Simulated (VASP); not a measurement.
# WC: single point with PBE

Crystal: WC.

```
CELL_PARAMETERS angstrom
0.00000 2.17797 2.17797
2.17797 0.00000 2.17797
2.17797 2.17797 0.00000
ATOMIC_POSITIONS crystal
W 0.00000 0.00000 0.00000
C 0.50000 0.50000 0.50000
```

This cell differs from its parent crystal: volume scaled by 0.98.

```json
{
  "Program": "VASP 6.6.1",
  "Task": "single point",
  "Functional": "PBE",
  "Potentials or basis": "VASP PAW PBE potentials, release 64 (W_sv, C)",
  "Cutoff": "520 eV",
  "k mesh": "10 × 10 × 10",
  "Occupations": "fermi-dirac, width 0.05 eV",
  "Spin": "no spin polarisation"
}
```

The pressure is 7.1 GPa. The band gap on the k mesh is zero (band 9 reaches 13.81 eV, above the bottom of band 10 at 10.53 eV).

Levels at points of the mesh, in eV from the Fermi level:
```tsv
k point	band 6	band 7	band 8	band 9	band 10	band 11	band 12	band 13
(0.00, 0.00, 0.00)	-2.87	-2.87	-2.87	-1.16	-1.16	-1.16	-1.03	-1.03
(0.50, 0.00, 0.00)	-10.02	-6.77	-6.77	1.04	1.04	2.36	4.90	8.95
(0.50, 0.50, 0.00)	-5.97	-5.70	-2.59	-2.59	0.84	2.30	2.30	5.59
```

Wall time 28 s on 1 thread of AMD EPYC 7R43 64-Core Processor (Zen 3) (shared host), peak memory 0.11 GiB.

Caveat: spin-orbit coupling is left out, which moves the levels of the heavy elements.
